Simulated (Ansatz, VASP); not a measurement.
ZnSe in VASP and in Ansatz

```
CELL_PARAMETERS angstrom
4.08781 0.00000 0.00000
0.00000 4.08781 0.00000
0.00000 0.00000 5.61335
ATOMIC_POSITIONS crystal
Zn 0.00000 0.00000 0.00000
Zn 0.50000 0.50000 0.00000
Se 0.00000 0.50000 0.30434
Se 0.50000 0.00000 0.69566
```

Alike in both runs: task single point; functional PBEsol; k mesh 8 × 8 × 6; occupations gaussian, width 0.05 eV; no spin polarisation.

|  | VASP | Ansatz |
| --- | --- | --- |
| version | VASP 6.6.1 | Ansatz 0.2.0 |
| potentials or method | VASP PAW PBE potentials, release 64 (Zn, Se), cutoff 520 eV | scalar-relativistic, plane waves, PAW |
| valence electrons in the cell | 36 | 56 |

```tsv
	VASP	Ansatz	Ansatz less VASP
gap on the k mesh at the Fermi level (eV)	0.89	0.89	-0.003
least direct gap on the mesh (eV)	0.89	0.89	-0.003
pressure (GPa)	-7.5	-7.7	-0.14
traceless stress, the component that is largest in VASP (GPa)	-3.41	-3.45	-0.035
rms of the force components (eV/Å)	0.795	0.807	+0.0118
```

VASP's potentials were made for PBE, not for PBEsol, and Ansatz warns of the same on its side. Atom by atom the forces differ by 0.012 eV/Å (rms over components). VASP's potentials hold 36 valence electrons a cell and Ansatz's 56, so a difference there can come from the potentials and not from the codes.
